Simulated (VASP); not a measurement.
Write the native input for VASP 6.6.1 that does the following.

```yaml
Task: single point
Functional: LDA
Potentials_or_basis: VASP PAW LDA potentials, release 64 (In_d, Ge_d)
Cutoff: 520 eV
k_mesh: 6 × 6 × 6
Occupations: gaussian, width 0.1 eV
Spin: no spin polarisation
Dipole_correction: no
Further_INCAR_settings: ALGO = Normal; EDIFF = 1e-07; NBANDS = 34
```

The structure of In3Ge lies in POSCAR:

```
In3Ge
1.0
    0.0000000000      3.7090680000      3.7090680000
    3.7090680000      0.0000000000      3.7090680000
    3.7090680000      3.7090680000      0.0000000000
In Ge
3 1
Direct
    0.2500000000      0.2500000000      0.2500000000
    0.7500000000      0.7500000000      0.7500000000
    0.5000000000      0.5000000000      0.5000000000
    0.0000000000      0.0000000000      0.0000000000
```

The input as run:

INCAR

```
SYSTEM = In3Ge
PREC = Accurate
ENCUT = 520
EDIFF = 1E-7
ISMEAR = 0
SIGMA = 0.1
LREAL = .FALSE.
LASPH = .TRUE.
NELM = 100
ALGO = Normal
ISIF = 2
LWAVE = .FALSE.
LCHARG = .TRUE.
GGA = CA
LELF = .TRUE.
LVHAR = .TRUE.
NBANDS = 34
```

KPOINTS

```
regular mesh
0
G
  6 6 6
  0 0 0
```

Potentials or basis: VASP PAW LDA potentials, release 64 (In_d, Ge_d).

Run with:

```sh
$ cat potpaw_LDA.64/In_d/POTCAR potpaw_LDA.64/Ge_d/POTCAR > POTCAR
$ mpirun -np 1 vasp_std > vasp.out
```

Results of the run:

```
Pressure : -4.8 GPa
```

It took 3 min on 1 thread of AMD EPYC 7R13, with other jobs on the host, peak memory 0.19 GiB.
